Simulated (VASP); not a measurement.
Input of a VASP 6.6.1 run:

Contents of INCAR:

```
PREC = Accurate ; ENCUT = 520
EDIFF = 1E-6 ; ISMEAR = -1
SIGMA = 0.01 ; LREAL = F
LASPH = T ; NELM = 60
ALGO = Normal ; ISIF = 2
LWAVE = F ; LCHARG = F
GGA = PS ; NBANDS = 16
```

KPOINTS

```
Automatic mesh
0
Gamma
  8 8 8
```

File POSCAR:

```
ZnS
1.0
    0.0000000000      2.7046500000      2.7046500000
    2.7046500000      0.0000000000      2.7046500000
    2.7046500000      2.7046500000      0.0000000000
Zn S
1 1
Direct
    0.0000000000      0.0000000000      0.0000000000
    0.7500000000      0.7500000000      0.7500000000
```

Potentials or basis: VASP PAW PBE potentials, release 64 (Zn, S).

Launch:

```bash
$ cat potpaw_PBE.64/Zn/POTCAR potpaw_PBE.64/S/POTCAR > POTCAR
$ mpirun -np 1 vasp_std > vasp.out
```

Task: Predict the pressure.

Result: -2.0 GPa.

Task: Predict the band gap on the k mesh.

Result: 1.96 eV, direct.

Caveat: the PAW data sets were made with another functional, which shifts forces and pressure a little.

**What was measured.**

“Electronic, vibrational, and thermodynamic properties of ZnS (zincblende and rocksalt structure)”, 2009, arxiv:0911.5022 quotes, for a bulk crystal of ZnS at 19 K: band gap 3.85 eV (direct).

Against the measured gap of ZnS, 3.85 eV (direct; 19 K; quoted in “Electronic, vibrational, and thermodynamic properties of ZnS (zincblende and rocksalt structure)”, 2009, arxiv:0911.5022), the calculated 1.96 eV is off by -1.89 eV. The value is that of PBEsol, without temperature or zero-point motion. Semilocal functionals fall short of measured gaps as a rule.
